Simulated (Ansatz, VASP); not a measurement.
**SnO: VASP beside Ansatz**

```xyz
8
Lattice="3.8202 0.0000 0.0000 0.0000 3.8202 0.0000 0.0000 0.0000 22.2261" Properties=species:S:1:pos:R:3 pbc="T T T"
Sn    1.9101    0.0000    4.5000
Sn    0.0000    1.9101    6.8630
Sn    0.9550    2.8651   11.5630
Sn    2.8651    0.9550   13.9261
O     0.0000    0.0000    5.6815
O     1.9101    1.9101    5.6815
O     2.8651    2.8651   12.7446
O     0.9550    0.9550   12.7446
```

Alike in both runs: task single point; functional PBE; dispersion D3(BJ); k mesh 7 × 7 × 1; occupations gaussian, width 0.05 eV; no spin polarisation.

|  | VASP | Ansatz |
| --- | --- | --- |
| version | VASP 6.6.1 | Ansatz 0.2.0 |
| potentials or method | VASP PAW PBE potentials, release 64 (Sn_d, O), cutoff 520 eV | scalar-relativistic, plane waves, PAW |
| valence electrons in the cell | 80 | 80 |

VASP gave:

- gap on the k mesh at the Fermi level (eV): 2.65
- least direct gap on the mesh (eV): 2.67
- rms of the force components (eV/Å): 0.049

**Question.** Estimate Ansatz's values.

**Answer.** gap on the k mesh at the Fermi level (eV): 2.69; least direct gap on the mesh (eV): 2.71; rms of the force components (eV/Å): 0.015.
